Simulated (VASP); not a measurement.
# In2Sb (P6_3/mmc) in VASP: further runs, part 2 of 2

VASP 6.6.1.

**5. Single point, PBEsol**

This run uses another cell than the first one, of 26.25 Å³/atom.

The input, INCAR:

```
  PREC = Accurate
  ENCUT = 520
  EDIFF = 1E-6
  ISMEAR = 0
  SIGMA = 0.15
  LREAL = False
  LASPH = True
  NELM = 100
  ALGO = Fast
  ISIF = 2
  LWAVE = False
  LCHARG = False
  GGA = PS
  NBANDS = 40
```

The input, KPOINTS:

```
Automatic mesh
0
Gamma
  12 12 8
```

The input, POSCAR:

```
In2Sb
1.0
    5.3333334163      0.0000000000      0.0000000000
   -2.6666667081      4.6188022253      0.0000000000
    0.0000000000      0.0000000000      6.3928489772
In Sb
4 2
Direct
    0.6666666667      0.3333333333      0.2500000000
    0.3333333333      0.6666666667      0.7500000000
    0.0000000000      0.0000000000      0.5000000000
    0.0000000000      0.0000000000      0.0000000000
    0.6666666667      0.3333333333      0.7500000000
    0.3333333333      0.6666666667      0.2500000000
```

Potentials or basis: VASP PAW PBE potentials, release 64 (In_d, Sb).

The run is started by

```console
> cat potpaw_PBE.64/In_d/POTCAR potpaw_PBE.64/Sb/POTCAR > POTCAR
> mpirun -np 1 vasp_std > vasp.out
```

OUTCAR:

```text
PREC = Accurate
   ENCUT = 520
   EDIFF = 1E-6
   ISMEAR = 0
   LREAL = False
   LASPH = True
   NELM = 100
   ISIF = 2
   GGA = PS

 ion  position               nearest neighbor table
   1  0.667  0.333  0.250-   6 3.08   6 3.08   6 3.08   5 3.20   5 3.20   3 3.47   4 3.47   3 3.47
                             4 3.47   3 3.47   4 3.47
   2  0.333  0.667  0.750-   5 3.08   5 3.08   5 3.08   6 3.20   6 3.20   3 3.47   4 3.47   4 3.47
                             3 3.47   4 3.47   3 3.47
   3  0.000  0.000  0.500-   4 3.20   4 3.20   1 3.47   5 3.47   6 3.47   2 3.47   2 3.47   6 3.47
                             1 3.47   5 3.47   1 3.47   5 3.47   2 3.47   6 3.47
   4  0.000  0.000  0.000-   3 3.20   3 3.20   1 3.47   5 3.47   6 3.47   2 3.47   2 3.47   6 3.47
                             1 3.47   5 3.47   1 3.47   5 3.47   2 3.47   6 3.47
   5  0.667  0.333  0.750-   2 3.08   2 3.08   2 3.08   1 3.20   1 3.20   3 3.47   4 3.47   3 3.47
                             4 3.47   3 3.47   4 3.47
   6  0.333  0.667  0.250-   1 3.08   1 3.08   1 3.08   2 3.20   2 3.20   3 3.47   4 3.47   4 3.47
                             3 3.47   4 3.47   3 3.47

  LATTYP: Found a hexagonal cell.
 ALAT       =     5.3333334163
 C/A-ratio  =     1.1986591646

  Lattice vectors:

 A1 = (   5.3333334163,   0.0000000000,   0.0000000000)
 A2 = (  -2.6666667081,   4.6188022253,   0.0000000000)
 A3 = (   0.0000000000,   0.0000000000,   6.3928489772)

Analysis of symmetry for initial positions (statically):
=====================================================================
 Subroutine PRICEL returns:
 Original cell was already a primitive cell.

 Routine SETGRP: Setting up the symmetry group for a
 hexagonal supercell.

 Subroutine GETGRP returns: Found 24 space group operations
 (whereof 12 operations were pure point group operations)
 out of a pool of 24 trial point group operations.

The static configuration has the point symmetry D_3d.
 The point group associated with its full space group is D_6h.

Analysis of symmetry for dynamics (positions and initial velocities):
[... 145 lines left out ...]
   GGA     = PS    functional components
   LHFCALC =     F    Hartree Fock is set to
   AEXX    =    0.0000 exact exchange contribution
   IVDW    =     0    specifies the selected vdW correction
   LEPSILON=     F    determine dielectric tensor
   LRPA    =     F    only Hartree local field effects (RPA)
 non-spin polarized calculation
 RMM-DIIS sequential band-by-band and
 Gauss-broadening in eV      SIGMA  =   0.15
  energy-cutoff  :      520.00
  volume of cell :      157.48
 maximum number of plane-waves:      4278
 NGX is ok and might be reduce to    40
   NGX = 19   NGY = 19   NGZ = 23

 number of electron      62.0000015 magnetization

 Free energy of the ion-electron system (eV)
  ---------------------------------------------------
  ext. energy  EPLUGINS =         0.00000000
  ---------------------------------------------------
  free energy    TOTEN  =       -21.11805509 eV

  energy without entropy =      -21.08963222  energy(sigma->0) =      -21.10384365

 E-fermi :   7.7237     XC(G=0): -10.3908

 val. band max:        7.7166500799   @ k =   0.3333   0.0833   0.2500
 cond. band min:       7.7338207282   @ k =   0.1667  -0.0000   0.0000
 fundamental gap:      0.0171706483
 Fermi energy:         7.7237162684

 k-point     1 :       0.0000    0.0000    0.0000
  band No.  band energies     occupation
      1      -6.9809      2.00000
      2      -6.9355      2.00000
      3      -6.9355      2.00000
      4      -6.8681      2.00000
      5      -6.8681      2.00000
      6      -6.8304      2.00000
[... 1021 lines left out ...]
     39      12.3072      0.00000
     40      12.7101      0.00000

 [... further k-points ...]

------------------------ aborting loop because EDIFF is reached ----------------------------------------

  FORCE on cell =-STRESS in cart. coord.  units (eV):
  Direction    XX          YY          ZZ          XY          YZ          ZX
  --------------------------------------------------------------------------------------
  -------------------------------------------------------------------------------------
  Total        0.1734718      0.1734718     -0.1887829      0.0000000      0.0000000      0.0000000
  in kB        1.7648874      1.7648874     -1.9206613      0.0000000      0.0000000      0.0000000
  external PRESSURE =       0.5363711 kB  Pullay stress =       0.0000000 kB

 VOLUME and BASIS-vectors are now :
 -----------------------------------------------------------------------------
  energy-cutoff  :      520.00
  volume of cell :      157.48
      direct lattice vectors                 reciprocal lattice vectors
     5.333333416  0.000000000  0.000000000     0.187499997  0.108253174  0.000000000
    -2.666666708  4.618802225  0.000000000     0.000000000  0.216506348  0.000000000
     0.000000000  0.000000000  6.392848977     0.000000000  0.000000000  0.156424781

 POSITION                                       TOTAL-FORCE (eV/Angst)
 -----------------------------------------------------------------------------------
      2.66667      1.53960      1.59821        -0.000000      0.000000     -0.000000
     -0.00000      3.07920      4.79464         0.000000      0.000000     -0.000000
      0.00000      0.00000      3.19642        -0.000000     -0.000000      0.000000
      0.00000      0.00000      0.00000        -0.000000     -0.000000      0.000000
      2.66667      1.53960      4.79464         0.000000      0.000000      0.000000
     -0.00000      3.07920      1.59821        -0.000000     -0.000000      0.000000
 -----------------------------------------------------------------------------------
    total drift:                               -0.000000      0.000000     -0.000000

  FREE ENERGIE OF THE ION-ELECTRON SYSTEM (eV)
  ---------------------------------------------------
  free  energy   TOTEN  =       -21.1180550868 eV

  energy  without entropy=      -21.0896322212  energy(sigma->0) =      -21.10384365
```

Run time: 7.4 min. Hardware: 1 thread of Intel Xeon Platinum 8488C (Sapphire Rapids), shared host; peak memory 0.58 GiB.

What came out:

```yaml
Free_energy: -21.1181 eV
Pressure: 0.1 GPa
Band_gap_on_the_k_mesh: zero (bands 31 and 32 overlap by 2.23 eV)
```

Levels at points of the mesh, in eV from the Fermi level:
```csv
k point,band 29,band 30,band 31,band 32,band 33,band 34
"(0.00, 0.00, 0.00)",-1.98,-1.29,-0.74,-0.28,-0.28,0.27
"(0.50, 0.00, 0.00)",-1.61,-1.56,-1.26,1.37,1.61,2.22
"(0.00, 0.00, 0.50)",-1.99,-1.99,-0.88,-0.88,-0.41,-0.41
"(0.50, 0.00, 0.50)",-0.30,-0.30,0.80,0.80,2.72,2.72
```

Caveat: the PAW data sets were made with another functional, which shifts forces and pressure a little; spin-orbit coupling is left out, which moves the levels of the heavy elements.

**6. Overview**

| cell | k mesh | smearing | further INCAR settings | gap on the mesh (eV) | pressure (GPa) |
| --- | --- | --- | --- | --- | --- |
| a = 5.432, b = 5.432, c = 6.531 Å, angles 90.0, 90.0, 120.0°, 6 atoms | 12 × 12 × 6 | gaussian 0.1 eV | ALGO = Fast; EDIFF = 1e-06; NBANDS = 40 | none | -2.4 |
| a = 5.333, b = 5.333, c = 6.393 Å, angles 90.0, 90.0, 120.0°, 6 atoms | 12 × 12 × 6 | gaussian 0.1 eV | ALGO = Fast; EDIFF = 1e-07; NBANDS = 40 | none | 0.0 |
| a = 5.333, b = 5.333, c = 6.393 Å, angles 90.0, 90.0, 120.0°, 6 atoms | 12 × 12 × 8 | gaussian 0.15 eV | ALGO = Fast; EDIFF = 1e-07; NBANDS = 40 | none | 0.0 |
| a = 5.333, b = 5.333, c = 6.393 Å, angles 90.0, 90.0, 120.0°, 6 atoms | 12 × 12 × 8 | gaussian 0.15 eV | ALGO = Fast; EDIFF = 1e-06; NBANDS = 40 | none | 0.1 |

Alike in all rows: task single point; level PBEsol; potentials or basis VASP PAW PBE potentials, release 64 (In_d, Sb); no spin polarisation; cutoff (eV) 520.

Caveats: the PAW data sets were made with another functional, which shifts forces and pressure a little; spin-orbit coupling is left out, which moves the levels of the heavy elements.

Absolute energies hang on the potentials; compare differences alone.
